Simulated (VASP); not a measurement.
# NaF (I4/mmm) in VASP: a series of runs

The runs below take NaF through single point, with LDA.

Everything below comes from runs of VASP 6.6.1. Logs are shortened: lines on timing, memory, paths and dates and some standing lists are left out, and cuts for length are marked.

**1. The cell of the first run**

It takes space group I4/mmm (No. 139, tetragonal). Conventional cell: a = 3.121 Å, b = 3.121 Å, c = 4.879 Å, α = 90.00°, β = 90.00°, γ = 90.00°. Na (site symmetry 4/mmm) has 6 F at 2.21 to 2.44 Å within 2.9 Å. Within 2.9 Å of F (site symmetry 4/mmm) lie 6 Na at 2.21 to 2.44 Å.

**2. Single point, LDA (strain -0.050 along x and y, +0.050 along z)**

The input, INCAR:

```
ALGO = Normal ; EDIFF = 1E-6
ENCUT = 520 ; ISIF = 2
ISMEAR = 0 ; LASPH = T
LCHARG = T ; LELF = T
LREAL = F ; LVHAR = T
LWAVE = F ; NBANDS = 14
NELM = 60 ; PREC = Accurate
SIGMA = 0.05
```

The input, KPOINTS:

```
k-points
0
Gamma
  8 8 8
```

The input, POSCAR:

```
NaF
1.0
    0.0000000000      2.2071350000      2.4394650000
    2.2071350000      0.0000000000      2.4394650000
    2.2071350000      2.2071350000      0.0000000000
Na F
1 1
Direct
    0.0000000000      0.0000000000      0.0000000000
    0.5000000000      0.5000000000      0.5000000000
```

Potentials or basis: VASP PAW LDA potentials, release 64 (Na_pv, F).

The run is started by

```
cat potpaw_LDA.64/Na_pv/POTCAR potpaw_LDA.64/F/POTCAR > POTCAR
mpirun -np 1 vasp_std > vasp.out
```

OUTCAR:

```text
EDIFF = 1E-6
   ENCUT = 520
   ISIF = 2
   ISMEAR = 0
   LASPH = T
   LREAL = F
   NELM = 60
   PREC = Accurate

 ion  position               nearest neighbor table
   1  0.000  0.000  0.000-   2 2.21   2 2.21   2 2.21   2 2.21
   2  0.500  0.500  0.500-   1 2.21   1 2.21   1 2.21   1 2.21

  LATTYP: Found a body centered tetragonal cell.
 ALAT       =     3.1213602510
 C/A-ratio  =     1.5630781479

  Lattice vectors:

 A1 = (  -2.2071350000,   0.0000000000,   2.4394650000)
 A2 = (   2.2071350000,   0.0000000000,   2.4394650000)
 A3 = (   0.0000000000,   2.2071350000,  -2.4394650000)

Analysis of symmetry for initial positions (statically):
=====================================================================
 Subroutine PRICEL returns:
 Original cell was already a primitive cell.

 Routine SETGRP: Setting up the symmetry group for a
 body centered tetragonal supercell.

 Subroutine GETGRP returns: Found 16 space group operations
 (whereof 16 operations were pure point group operations)
 out of a pool of 16 trial point group operations.

The static configuration has the point symmetry D_4h.

Analysis of symmetry for dynamics (positions and initial velocities):
=====================================================================
 Subroutine PRICEL returns:
 Original cell was already a primitive cell.

 Routine SETGRP: Setting up the symmetry group for a
 body centered tetragonal supercell.

 Subroutine GETGRP returns: Found 16 space group operations
 (whereof 16 operations were pure point group operations)
 out of a pool of 16 trial point group operations.

The dynamic configuration has the point symmetry D_4h.

 Subroutine INISYM returns: Found 16 space group operations
 (whereof 16 operations are pure point group operations),
 and found     1 'primitive' translations

----------------------------------------------------------------------------------------

                                     Primitive cell

  volume of cell :      23.7674

  direct lattice vectors                    reciprocal lattice vectors
     0.000000000  2.207135000  2.439465000    -0.226538023  0.226538023  0.204962973
     2.207135000  0.000000000  2.439465000     0.226538023 -0.226538023  0.204962973
     2.207135000  2.207135000  0.000000000     0.226538023  0.226538023 -0.204962973

  length of vectors
     3.289746859  3.289746859  3.121360251     0.380327191  0.380327191  0.380327191

  position of ions in fractional coordinates (direct lattice)
     0.000000000  0.000000000  0.000000000
     0.500000000  0.500000000  0.500000000

  ion indices of the primitive-cell ions
   primitive index   ion index
                 1           1
                 2           2

----------------------------------------------------------------------------------------

 KPOINTS: k-points

Automatic generation of k-mesh.
 Grid dimensions read from file:
 generate k-points for:    8    8    8

 Generating k-lattice:

  Cartesian coordinates                     Fractional coordinates (reciprocal lattice)
    -0.028317253  0.028317253  0.025620372     0.125000000  0.000000000  0.000000000
     0.028317253 -0.028317253  0.025620372     0.000000000  0.125000000  0.000000000
     0.028317253  0.028317253 -0.025620372     0.000000000  0.000000000  0.125000000

  Length of vectors
     0.047540899  0.047540899  0.047540899

  Shift w.r.t. Gamma in fractional coordinates (k-lattice)
     0.000000000  0.000000000  0.000000000

 Subroutine IBZKPT returns following result:
 ===========================================

 Found     59 irreducible k-points:

 Following reciprocal coordinates:
            Coordinates               Weight
  0.000000  0.000000  0.000000      1.000000
  0.125000  0.000000  0.000000      8.000000
  0.250000  0.000000  0.000000      8.000000
  0.375000  0.000000  0.000000      8.000000
  0.500000  0.000000  0.000000      4.000000
  0.125000  0.125000  0.000000      2.000000
[... 16 lines left out ...]
  0.250000  0.000000  0.125000     16.000000
  0.375000 -0.000000  0.125000     16.000000
 [... further k-points ...]
   k-points           NKPTS =     59   k-points in BZ     NKDIM =     59   number of bands    NBANDS=     14
   number of dos      NEDOS =    301   number of ions     NIONS =      2
   total plane-waves  NPLWV =  13824
   dimension x,y,z NGX =    24 NGY =   24 NGZ =   24
   dimension x,y,z NGXF=    48 NGYF=   48 NGZF=   48
   ions per type =               1   1
   NGX,Y,Z   is equivalent  to a cutoff of  12.13, 12.13, 12.78 a.u.
   NGXF,Y,Z  is equivalent  to a cutoff of  24.26, 24.26, 25.57 a.u.
 SYSTEM =  unknown system
   PREC   = accura    normal or accurate (medium, high low for compatibility)
   ISTART =      0    job   : 0-new  1-cont  2-samecut
   ICHARG =      2    charge: 1-file 2-atom 10-const
   ISPIN  =      1    spin polarized calculation?
   LNONCOLLINEAR =      F non collinear calculations
   LSORBIT =      F    spin-orbit coupling
   LASPH  =      T    aspherical Exc in radial PAW
   ENCUT  =  520.0 eV  38.22 Ry    6.18 a.u.   6.12  6.12  5.80*2*pi/ulx,y,z
   NELM   =     60;   NELMIN=  2; NELMDL= -5     # of ELM steps
   EDIFF  = 0.1E-05   stopping-criterion for ELM
   LREAL  =      F    real-space projection
   EDIFFG = 0.1E-04   stopping-criterion for IOM
   NSW    =      0    number of steps for IOM
   IBRION =     -1    ionic relax: 0-MD 1-quasi-New 2-CG
   NFREE  =      0    steps in history (QN), initial steepest desc. (CG)
   ISIF   =      2    stress and relaxation
   ISYM   =      2    0-nonsym 1-usesym 2-fastsym
   POTIM  = 0.5000    time-step for ionic-motion
   TEBEG  =    0.0;   TEEND  =   0.0 temperature during run
   PSTRESS=    0.0 pullay stress
   NELECT =      14.0000    total number of electrons
   NUPDOWN=      -1.0000    fix difference up-down
   EMIN   =  10.00;   EMAX   =-10.00  energy-range for DOS
   EFERMI =   0.00;   METHOD = LEGACY
   ISMEAR =     0;   SIGMA  =   0.05  broadening in eV -4-tet -1-fermi 0-gaus
   EFERMI_NEDOS =   21; number of points for ismear=-14 and -15
   IALGO  =     38    algorithm
   IMIX   =      4    mixing-type and parameters
     AMIX     =   0.40;   BMIX     =  1.00
     AMIX_MAG =   1.60;   BMIX_MAG =  1.00
  volume/ion in A,a.u.               =      11.88        80.20
  Fermi-wavevector in a.u.,A,eV,Ry     =   1.372324  2.593317 25.623494  1.883274
  Thomas-Fermi vector in A             =   2.497941
   LORBIT       =      0    0 simple, 1 ext, 2 COOP (PROOUT), +10 PAW based schemes
   GGA     = CA    functional components
   LHFCALC =     F    Hartree Fock is set to
   AEXX    =    0.0000 exact exchange contribution
   IVDW    =     0    specifies the selected vdW correction
   LEPSILON=     F    determine dielectric tensor
   LRPA    =     F    only Hartree local field effects (RPA)
 non-spin polarized calculation
 Gauss-broadening in eV      SIGMA  =   0.05
  energy-cutoff  :      520.00
  volume of cell :       23.77
 maximum number of plane-waves:       652
   NGX = 13   NGY = 13   NGZ = 11

 number of electron      14.0000007 magnetization

 Free energy of the ion-electron system (eV)
  ---------------------------------------------------
  ext. energy  EPLUGINS =         0.00000000
  ---------------------------------------------------
  free energy    TOTEN  =        -9.28752822 eV

  energy without entropy =       -9.28752822  energy(sigma->0) =       -9.28752822

 E-fermi :  -2.0976     XC(G=0): -10.1603

 val. band max:       -2.3029878512   @ k =   0.0000   0.0000   0.0000
 cond. band min:       3.8699537736   @ k =   0.0000   0.0000   0.0000
 fundamental gap:      6.1729416249
 Fermi energy:        -2.0975759046

 k-point     1 :       0.0000    0.0000    0.0000
  band No.  band energies     occupation
      1     -21.1642      2.00000
      2     -20.9285      2.00000
      3     -20.8993      2.00000
      4     -20.8993      2.00000
      5      -2.3240      2.00000
      6      -2.3030      2.00000
      7      -2.3030      2.00000
      8       3.8700      0.00000
      9      16.1191      0.00000
     10      16.8973      0.00000
     11      16.8973      0.00000
     12      19.5599      0.00000
     13      20.3958      0.00000
     14      23.2591      0.00000

 k-point     2 :       0.1250    0.0000    0.0000
  band No.  band energies     occupation
      1     -21.4198      2.00000
      2     -20.9296      2.00000
      3     -20.8989      2.00000
      4     -20.6203      2.00000
      5      -2.6415      2.00000
      6      -2.3694      2.00000
      7      -2.3415      2.00000
      8       4.4405      0.00000
      9      14.8424      0.00000
     10      16.5627      0.00000
     11      17.1924      0.00000
     12      19.9398      0.00000
     13      21.5517      0.00000
     14      22.5647      0.00000

 k-point     3 :       0.2500    0.0000    0.0000
  band No.  band energies     occupation
      1     -21.7002      2.00000
      2     -20.9404      2.00000
      3     -20.8980      2.00000
      4     -20.2739      2.00000
      5      -3.3117      2.00000
      6      -2.4914      2.00000
      7      -2.4335      2.00000
      8       5.7910      0.00000
      9      12.7277      0.00000
     10      16.9451      0.00000
     11      17.9397      0.00000
     12      19.5250      0.00000
     13      21.6790      0.00000
     14      22.3615      0.00000
[... 324 lines left out ...]
 k-point    23 :       0.2500    0.0000    0.1250
  band No.  band energies     occupation
      1     -21.6658      2.00000
      2     -20.9444      2.00000
      3     -20.9184      2.00000
      4     -20.2923      2.00000
      5      -3.2004      2.00000
      6      -2.4981      2.00000
      7      -2.4861      2.00000
      8       5.7294      0.00000
      9      12.9440      0.00000
     10      16.7855      0.00000
     11      17.1479      0.00000
     12      19.3283      0.00000
     13      21.6594      0.00000
     14      24.1035      0.00000

 k-point    24 :       0.3750   -0.0000    0.1250
  band No.  band energies     occupation
      1     -21.8101      2.00000
      2     -20.9550      2.00000
      3     -20.9162      2.00000
      4     -20.0973      2.00000
      5      -3.7005      2.00000
      6      -2.6203      2.00000
      7      -2.5983      2.00000
      8       7.2445      0.00000
      9      11.3988      0.00000
     10      16.8676      0.00000
     11      17.5122      0.00000
     12      19.0080      0.00000
     13      21.3711      0.00000
     14      24.1434      0.00000

 [... further k-points ...]
[... 5 lines left out ...]
  --------------------------------------------------------------------------------------
  -------------------------------------------------------------------------------------
  Total        0.2310212      0.2310212     -0.9024399      0.0000000      0.0000000      0.0000000
  in kB       15.5732771     15.5732771    -60.8340183      0.0000000      0.0000000      0.0000000
  external PRESSURE =      -9.8958214 kB  Pullay stress =       0.0000000 kB

 VOLUME and BASIS-vectors are now :
 -----------------------------------------------------------------------------
  energy-cutoff  :      520.00
  volume of cell :       23.77
      direct lattice vectors                 reciprocal lattice vectors
     0.000000000  2.207135000  2.439465000    -0.226538023  0.226538023  0.204962973
     2.207135000  0.000000000  2.439465000     0.226538023 -0.226538023  0.204962973
     2.207135000  2.207135000  0.000000000     0.226538023  0.226538023 -0.204962973

 POSITION                                       TOTAL-FORCE (eV/Angst)
 -----------------------------------------------------------------------------------
      0.00000      0.00000      0.00000         0.000000     -0.000000      0.000000
      2.20714      2.20714      2.43947        -0.000000      0.000000      0.000000
 -----------------------------------------------------------------------------------
    total drift:                                0.000000     -0.000000      0.000000

  FREE ENERGIE OF THE ION-ELECTRON SYSTEM (eV)
  ---------------------------------------------------
  free  energy   TOTEN  =        -9.2875282162 eV

  energy  without entropy=       -9.2875282162  energy(sigma->0) =       -9.28752822
```

Wall time 24 s (1 thread of AMD EPYC 7R43 (Zen 3), shared host); peak memory 0.09 GiB.

What came out:

```yaml
Free_energy: -9.2875 eV
Pressure: -1.0 GPa
Band_gap_on_the_k_mesh: 6.17 eV, direct
```

Levels at points of the mesh, in eV from the valence-band top:
```csv
k point,band 5,band 6,band 7,band 8,band 9,band 10
"(0.00, 0.00, 0.00)",-0.02,0.00,0.00,6.17,18.42,19.20
"(0.50, 0.00, 0.00)",-1.78,-0.36,-0.26,10.64,12.44,19.34
"(0.50, 0.50, 0.00)",-1.52,-0.33,-0.33,12.24,13.54,13.66
"(0.50, 0.00, 0.50)",-1.34,-0.58,-0.42,12.74,13.58,13.81
```

Caveat: the cell differs from its parent crystal (strain -0.050 along x and y, +0.050 along z).

**3. Single point, LDA (strain +0.000 along x and y, -0.050 along z)**

The input, INCAR:

```
SYSTEM = NaF
PREC = Accurate
ENCUT = 520
EDIFF = 1E-7
ISMEAR = 0
SIGMA = 0.05
LREAL = .False.
LASPH = .True.
NELM = 80
ALGO = Normal
ISIF = 2
LWAVE = .False.
LCHARG = .False.
GGA = CA
NBANDS = 14
```

The input, KPOINTS:

```
regular mesh
0
Gamma
  8 8 8
  0 0 0
```

The input, POSCAR:

```
NaF
1.0
    0.0000000000      2.3233000000      2.2071350000
    2.3233000000      0.0000000000      2.2071350000
    2.3233000000      2.3233000000      0.0000000000
Na F
1 1
Direct
    0.0000000000      0.0000000000      0.0000000000
    0.5000000000      0.5000000000      0.5000000000
```

Potentials or basis: VASP PAW LDA potentials, release 64 (Na_pv, F).

The run is started by

```
cat potpaw_LDA.64/Na_pv/POTCAR potpaw_LDA.64/F/POTCAR > POTCAR
mpirun -np 1 vasp_std > vasp.out
```

OUTCAR:

```text
SYSTEM = NaF
   PREC = Accurate
   ENCUT = 520
   EDIFF = 1E-7
   ISMEAR = 0
   LREAL = .False.
   LASPH = .True.
   NELM = 80
   ISIF = 2
   GGA = CA

 ion  position               nearest neighbor table
   1  0.000  0.000  0.000-   2 2.21   2 2.21   2 2.32   2 2.32   2 2.32   2 2.32
   2  0.500  0.500  0.500-   1 2.21   1 2.21   1 2.32   1 2.32   1 2.32   1 2.32

  LATTYP: Found a body centered tetragonal cell.
 ALAT       =     3.2856423695
 C/A-ratio  =     1.3435028843

  Lattice vectors:

 A1 = (   0.0000000000,  -2.3233000000,  -2.2071350000)
 A2 = (   0.0000000000,   2.3233000000,  -2.2071350000)
 A3 = (   2.3233000000,   0.0000000000,   2.2071350000)

Analysis of symmetry for initial positions (statically):
=====================================================================
 Subroutine PRICEL returns:
 Original cell was already a primitive cell.

 Routine SETGRP: Setting up the symmetry group for a
 body centered tetragonal supercell.

 Subroutine GETGRP returns: Found 16 space group operations
 (whereof 16 operations were pure point group operations)
 out of a pool of 16 trial point group operations.

The static configuration has the point symmetry D_4h.

Analysis of symmetry for dynamics (positions and initial velocities):
=====================================================================
 Subroutine PRICEL returns:
 Original cell was already a primitive cell.

 Routine SETGRP: Setting up the symmetry group for a
 body centered tetragonal supercell.

 Subroutine GETGRP returns: Found 16 space group operations
 (whereof 16 operations were pure point group operations)
 out of a pool of 16 trial point group operations.

The dynamic configuration has the point symmetry D_4h.

 Subroutine INISYM returns: Found 16 space group operations
 (whereof 16 operations are pure point group operations),
 and found     1 'primitive' translations

----------------------------------------------------------------------------------------

                                     Primitive cell

  volume of cell :      23.8270

[... 113 lines left out ...]
   GGA     = CA    functional components
   LHFCALC =     F    Hartree Fock is set to
   AEXX    =    0.0000 exact exchange contribution
   IVDW    =     0    specifies the selected vdW correction
   LEPSILON=     F    determine dielectric tensor
   LRPA    =     F    only Hartree local field effects (RPA)
 non-spin polarized calculation
 Gauss-broadening in eV      SIGMA  =   0.05
  energy-cutoff  :      520.00
  volume of cell :       23.83
 maximum number of plane-waves:       660
   NGX = 11   NGY = 11   NGZ = 13

 number of electron      13.9999999 magnetization

 Free energy of the ion-electron system (eV)
  ---------------------------------------------------
  ext. energy  EPLUGINS =         0.00000000
  ---------------------------------------------------
  free energy    TOTEN  =        -9.31389206 eV

  energy without entropy =       -9.31389206  energy(sigma->0) =       -9.31389206

 E-fermi :  -2.0477     XC(G=0): -10.1585

 val. band max:       -2.3180762680   @ k =   0.0000   0.0000   0.0000
 cond. band min:       3.8631891268   @ k =   0.0000   0.0000   0.0000
 fundamental gap:      6.1812653948
 Fermi energy:        -2.0476756260

 k-point     1 :       0.0000    0.0000    0.0000
  band No.  band energies     occupation
      1     -21.1605      2.00000
      2     -20.9516      2.00000
      3     -20.9516      2.00000
      4     -20.9430      2.00000
      5      -2.3197      2.00000
      6      -2.3197      2.00000
      7      -2.3181      2.00000
      8       3.8632      0.00000
      9      16.4114      0.00000
     10      16.4114      0.00000
     11      16.7955      0.00000
     12      19.4455      0.00000
     13      20.9414      0.00000
     14      22.4952      0.00000
[... 377 lines left out ...]
      1     -21.7433      2.00000
      2     -20.9774      2.00000
      3     -20.9657      2.00000
      4     -20.2264      2.00000
      5      -3.6658      2.00000
      6      -2.6415      2.00000
      7      -2.5670      2.00000
      8       7.1540      0.00000
      9      11.5733      0.00000
     10      16.5679      0.00000
     11      17.6339      0.00000
     12      18.6559      0.00000
     13      21.9844      0.00000
     14      23.6709      0.00000

 [... further k-points ...]
[... 5 lines left out ...]
  --------------------------------------------------------------------------------------
  -------------------------------------------------------------------------------------
  Total       -0.5555495     -0.5555495      0.1977792      0.0000000      0.0000000      0.0000000
  in kB      -37.3562991    -37.3562991     13.2990820      0.0000000      0.0000000      0.0000000
  external PRESSURE =     -20.4711721 kB  Pullay stress =       0.0000000 kB

 VOLUME and BASIS-vectors are now :
 -----------------------------------------------------------------------------
  energy-cutoff  :      520.00
  volume of cell :       23.83
      direct lattice vectors                 reciprocal lattice vectors
     0.000000000  2.323300000  2.207135000    -0.215211122  0.215211122  0.226538023
     2.323300000  0.000000000  2.207135000     0.215211122 -0.215211122  0.226538023
     2.323300000  2.323300000  0.000000000     0.215211122  0.215211122 -0.226538023

 POSITION                                       TOTAL-FORCE (eV/Angst)
 -----------------------------------------------------------------------------------
      0.00000      0.00000      0.00000        -0.000000      0.000000     -0.000000
      2.32330      2.32330      2.20714         0.000000     -0.000000      0.000000
 -----------------------------------------------------------------------------------
    total drift:                                0.000000     -0.000000      0.000000

  FREE ENERGIE OF THE ION-ELECTRON SYSTEM (eV)
  ---------------------------------------------------
  free  energy   TOTEN  =        -9.3138920559 eV

  energy  without entropy=       -9.3138920559  energy(sigma->0) =       -9.31389206
```

Wall time 21 s (1 thread of AMD EPYC 7R43 (Zen 3), shared host); peak memory 0.09 GiB.

Results:

| Property | Result |
| --- | --- |
| Free energy | -9.3139 eV |
| Pressure | -2.0 GPa |
| Band gap on the k mesh | 6.18 eV, direct |

Caveat: the cell differs from its parent crystal (strain +0.000 along x and y, -0.050 along z).
